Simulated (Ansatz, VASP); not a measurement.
One calculation of SiC, two programs

Contents of INCAR:

```
SYSTEM = SiC
PREC     = Accurate       ! precision mode
ENCUT    = 520            ! plane-wave cutoff, eV
EDIFF    = 1E-8           ! SCF threshold, eV
ISMEAR   = -1             ! smearing method
SIGMA    = 0.08           ! smearing width, eV
LREAL    = .False.        ! projectors in reciprocal space
LASPH    = .True.         ! aspherical terms in the spheres
NELM     = 80             ! most SCF steps
ALGO     = Normal         ! electronic algorithm
ISIF     = 2              ! what is computed and relaxed
LWAVE    = .False.        ! write WAVECAR
LCHARG   = .False.        ! write CHGCAR
GGA      = PE             ! functional
LEFG     = .True.       
NBANDS   = 16             ! bands
```

KPOINTS

```
regular mesh
0
Gamma
  15 15 8
  0 0 0
```

POSCAR

```
SiC
1.0
    3.1164765090      0.0000000000      0.0000000000
   -1.5582382545      2.6989478271      0.0000000000
    0.0000000000      0.0000000000      5.1144286705
Si C
2 2
Direct
    0.3333333333      0.6666666667      0.0000000000
    0.6666666667      0.3333333333      0.5000000000
    0.3333333333      0.6666666667      0.3850000000
    0.6666666667      0.3333333333      0.8850000000
```

Input for Ansatz:

```yaml
crystal:
  lattice:
    - [3.116476509, 0.0, 0.0]
    - [-1.5582382545, 2.6989478271, 0.0]
    - [0.0, 0.0, 5.1144286705]
  atoms:
    - { symbol: Si, position: [0.3333333333, 0.6666666667, 0.0] }
    - { symbol: Si, position: [0.6666666667, 0.3333333333, 0.5] }
    - { symbol: C, position: [0.3333333333, 0.6666666667, 0.385] }
    - { symbol: C, position: [0.6666666667, 0.3333333333, 0.885] }
kpoints:
  mp_grid: { grid: [15, 15, 8] }
scf:
  occupations: { method: fermi_dirac, width: 0.08 }
hamiltonian:
  xc: pbe
  pseudopotentials: { kind: all_electron, datasets: crystal }
output:
  forces: true
  stress: true
  eigenvalues: true
  efg: { contact_densities: true }
```

Change from the starting cell: volume scaled by 1.04, crystal datasets.

Alike in both runs: task electric field gradients; functional PBE; k mesh 15 × 15 × 8; occupations fermi-dirac, width 0.08 eV; no spin polarisation.

|  | VASP | Ansatz |
| --- | --- | --- |
| version | VASP 6.6.1 | Ansatz 0.2.0 |
| potentials or method | VASP PAW PBE potentials, release 64 (Si, C), cutoff 520 eV | all-electron PAW with datasets made for the crystal, scalar-relativistic |

Ansatz gave:

| Quantity | Value |
| --- | --- |
| pressure (GPa) | -4.5 |
| traceless stress, the component that is largest in VASP (GPa) | -2.21 |
| rms of the force components (eV/Å) | 0.400 |
| size of Vzz on the site where it differs most (V/Å²) | 15.9 |

Which values does VASP return?

Pressure (GPa): -4.6; traceless stress, the component that is largest in VASP (GPa): -2.22; rms of the force components (eV/Å): 0.400; size of Vzz on the site where it differs most (V/Å²): 16.7.

Atom by atom the forces differ by 0.000 eV/Å (rms over components). Ansatz ran all-electron here, and VASP with PAW potentials.
